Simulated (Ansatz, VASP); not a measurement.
**YbSi12: VASP beside Ansatz**

File POSCAR:

```
YbSi12
1.0
    0.0000000000      4.7759520000      4.7759520000
    4.7759520000      0.0000000000      4.7759520000
    4.7759520000      4.7759520000      0.0000000000
Yb Si
1 12
Direct
    0.0000000000      0.0000000000      0.0000000000
    0.5000000000      0.5000000000      0.8384800000
    0.8384800000      0.1615200000      0.5000000000
    0.5000000000      0.5000000000      0.1615200000
    0.1615200000      0.8384800000      0.5000000000
    0.8384800000      0.5000000000      0.5000000000
    0.5000000000      0.8384800000      0.1615200000
    0.1615200000      0.5000000000      0.5000000000
    0.5000000000      0.1615200000      0.8384800000
    0.8384800000      0.5000000000      0.1615200000
    0.5000000000      0.8384800000      0.5000000000
    0.1615200000      0.5000000000      0.8384800000
    0.5000000000      0.1615200000      0.5000000000
```

Contents of INCAR.step1:

```
ALGO     = Normal         # electronic algorithm
EDIFF    = 1E-4           # SCF threshold, eV
ENCUT    = 520            # plane-wave cutoff, eV
GGA      = PE             # functional
ISMEAR   = -1             # smearing method
LASPH    = T              # aspherical terms in the spheres
LCHARG   = F              # write CHGCAR
LDAU     = T              # DFT+U
LDAUJ    = 0 0          
LDAUL    = 3 -1           # shell
LDAUTYPE = 2            
LDAUU    = 4.4 0          # U, eV
LMAXMIX  = 6              # l up to which the mixer works
LREAL    = F              # projectors in reciprocal space
LWAVE    = T              # write WAVECAR
NBANDS   = 48             # bands
NELM     = 150            # most SCF steps
PREC     = Accurate       # precision mode
SIGMA    = 0.0404         # smearing width, eV
```

INCAR.step2

```
ALGO     = Normal         # electronic algorithm
EDIFF    = 1E-6           # SCF threshold, eV
ENCUT    = 520            # plane-wave cutoff, eV
ISIF     = 2              # what is computed and relaxed
ISMEAR   = -1             # smearing method
ISTART   = 1            
LASPH    = T              # aspherical terms in the spheres
LCHARG   = F              # write CHGCAR
LDAU     = T              # DFT+U
LDAUJ    = 0 0          
LDAUL    = 3 -1           # shell
LDAUPRINT= 1            
LDAUTYPE = 2            
LDAUU    = 4.4 0          # U, eV
LMAXMIX  = 6              # l up to which the mixer works
LMIXTAU  = T            
LREAL    = F              # projectors in reciprocal space
LWAVE    = F              # write WAVECAR
METAGGA  = R2SCAN         # meta-GGA
NBANDS   = 48             # bands
NELM     = 150            # most SCF steps
PREC     = Accurate       # precision mode
SIGMA    = 0.0404         # smearing width, eV
```

KPOINTS

```
k-points
0
Gamma
  4 4 4
```

Input for Ansatz:

```yaml
crystal:
  lattice:
    - [0.0, 4.775952, 4.775952]
    - [4.775952, 0.0, 4.775952]
    - [4.775952, 4.775952, 0.0]
  atoms:
    - { symbol: Yb, position: [0.0, 0.0, 0.0] }
    - { symbol: Si, position: [0.5, 0.5, 0.83848] }
    - { symbol: Si, position: [0.83848, 0.16152, 0.5] }
    - { symbol: Si, position: [0.5, 0.5, 0.16152] }
    - { symbol: Si, position: [0.16152, 0.83848, 0.5] }
    - { symbol: Si, position: [0.83848, 0.5, 0.5] }
    - { symbol: Si, position: [0.5, 0.83848, 0.16152] }
    - { symbol: Si, position: [0.16152, 0.5, 0.5] }
    - { symbol: Si, position: [0.5, 0.16152, 0.83848] }
    - { symbol: Si, position: [0.83848, 0.5, 0.16152] }
    - { symbol: Si, position: [0.5, 0.83848, 0.5] }
    - { symbol: Si, position: [0.16152, 0.5, 0.83848] }
    - { symbol: Si, position: [0.5, 0.16152, 0.5] }
kpoints:
  mp_grid: { grid: [4, 4, 4], shift: [0, 0, 0] }
  band_path:
    path:
      - [0.0, 0.0, 0.0]
      - [0.5, 0.0, 0.5]
      - [0.625, 0.25, 0.625]
      - [0.375, 0.375, 0.75]
      - [0.0, 0.0, 0.0]
      - [0.5, 0.5, 0.5]
      - [0.5, 0.25, 0.75]
      - [0.5, 0.0, 0.5]
    npoints: 8
magnetization:
  spin_polarized: false
scf:
  occupations: { method: fermi_dirac, width: 0.0404 }
  lower_state_search: "off"
  max_iter: 200
hamiltonian:
  pseudopotentials: { kind: paw }
  xc: r2scan
  hubbard:
    projectors: all-electron-ortho-atomic
    sites: [{ species: Yb, l: f, u_eff: 4.4 }]
basis:
  ecutwfc: 500
  fft_grid_basis: typed
output:
  forces: true
  stress: true
  eigenvalues: true
  bader: true
  populations: true
  elf: true
  write_potential: true
  volumetric_format: npy
  dos:
    e_range: [-12, 8]
    de: 0.05
    projected: { site_lists: { Si: [Si], Yb: [Yb] } }
checkpoint:
  read: saved_state
```

Alike in both runs: task single point; functional r2SCAN; k mesh 4 × 4 × 4; occupations fermi-dirac, width 0.0404 eV; no spin polarisation; Hubbard terms Yb f U = 4.4 eV.

|  | VASP | Ansatz |
| --- | --- | --- |
| version | VASP 6.6.1 | Ansatz 0.2.0 |
| potentials or method | VASP PAW PBE potentials, release 64 (Yb, Si), cutoff 520 eV | PAW plane waves |
| valence electrons in the cell | 72 | 72 |

|  | VASP | Ansatz | Ansatz less VASP |
| --- | --- | --- | --- |
| pressure (GPa) | 24.1 | 24.4 | +0.31 |
| rms of the force components (eV/Å) | 0.593 | 0.591 | -0.0018 |

VASP's potentials were made for PBE, not for r2SCAN. The programs project onto different local orbitals, so the same U acts differently, and such runs can settle in different states. Atom by atom the forces differ by 0.002 eV/Å (rms over components). Ansatz's warnings: filled band counts differ across k points.

Spin-orbit coupling is off throughout.
